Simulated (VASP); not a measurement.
A run of VASP 6.6.1 is set up as follows.

The input INCAR:

```
SYSTEM = KZn3Ge4P7
  PREC = Accurate
  ENCUT = 410
  EDIFF = 1E-6
  ISMEAR = -1
  SIGMA = 0.05
  LREAL = Auto
  LASPH = .True.
  NELM = 200
  ALGO = Normal
  ISIF = 2
  LWAVE = .False.
  LCHARG = .False.
  ISPIN = 2
  MAGMOM = 0 0 0.286 0.286 0 0 0.286 0 0 0.286 0.286 0 0.286 0 0.286
  LORBIT = 11
  GGA = PS
  IVDW = 12
  NELECT = 134.0
  ISYM = -1
  NBANDS = 85
  GGA_COMPAT = .False.
```

The input KPOINTS:

```
explicit points
1
Reciprocal
  0.25000000   0.25000000   0.25000000 1
```

Contents of POSCAR:

```
KZn3Ge4P7
1.0
    5.4241330000     -0.0000440000     -0.0000150000
   -0.0000440000      5.4241330000     -0.0000150000
   -0.0000300000     -0.0000300000     10.7085280000
Zn Ge P K
3 4 7 1
Direct
    0.9982090000      0.0025290000      0.9986230000
    0.9977580000      0.4972560000      0.2492840000
    0.4997240000      0.9892430000      0.7500420000
    0.0030980000      0.0033930000      0.4989070000
    0.5056430000      0.9986550000      0.2508260000
    0.4994140000      0.5021530000      0.0011570000
    0.0059060000      0.4990860000      0.7521410000
    0.2526380000      0.2546750000      0.1242670000
    0.7474820000      0.7465570000      0.1225030000
    0.7489190000      0.2491210000      0.3779360000
    0.2520790000      0.7545780000      0.3783460000
    0.2537350000      0.7450450000      0.8728500000
    0.7502490000      0.7499760000      0.6249880000
    0.7530330000      0.2505880000      0.8747270000
    0.4962420000      0.4980230000      0.4977660000
```

Potentials or basis: VASP PAW PBE potentials, release 64 (Zn, Ge_d, P, K_sv).

Run with:

```sh
$ cat potpaw_PBE.64/Zn/POTCAR potpaw_PBE.64/Ge_d/POTCAR potpaw_PBE.64/P/POTCAR potpaw_PBE.64/K_sv/POTCAR > POTCAR
$ mpirun -np 1 vasp_std > vasp.out
```

(1) Predict the site moments.

(2) Predict the largest force.

(3) Predict the net moment.

Results:

(1) Zn +0.01, +0.02, +0.03; Ge +0.04, +0.02, +0.00 (each value once); P +0.05, +0.06, +0.16, +0.04, +0.17, +0.03 (each value once); K +0.12 μB.

(2) 4.985 eV/Å.

(3) 1.70 μB per cell.

Caveat: the cell carries a net charge on a neutralising background, which shifts energy and pressure; three body term missing; the PAW data sets were made with another functional, which shifts forces and pressure a little.
